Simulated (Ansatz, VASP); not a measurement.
## Ru in VASP and in Ansatz

```
CELL_PARAMETERS angstrom
2.69077 0.00000 0.00000
-1.34539 2.33028 0.00000
0.00000 0.00000 4.24770
ATOMIC_POSITIONS crystal
Ru 0.00000 0.00000 0.00000
Ru 0.33333 0.66667 0.50000
```

Alike in both runs: functional PBEsol; k mesh 23 × 23 × 13; no spin polarisation.

Ansatz relaxed the structure, and its values are those at the end. VASP's run is a single point on that final structure, the one shown.

```csv
,VASP,Ansatz
version,VASP 6.6.1,Ansatz 0.2.0
potentials or method,"VASP PAW PBE potentials, release 64 (Ru_pv)","plane-wave PAW, scalar-relativistic"
plane-wave cutoff (eV),520,420
occupations,"methfessel-paxton of order 1, width 0.1 eV","cold, width 0.1 eV"
valence electrons in the cell,28,32
```

|  | VASP | Ansatz | Ansatz less VASP |
| --- | --- | --- | --- |
| pressure (GPa) | -0.1 | 0.0 | +0.07 |

VASP's potentials were made for PBE, not for PBEsol. VASP's potentials hold 28 valence electrons a cell and Ansatz's 32, so a difference there can come from the potentials and not from the codes.
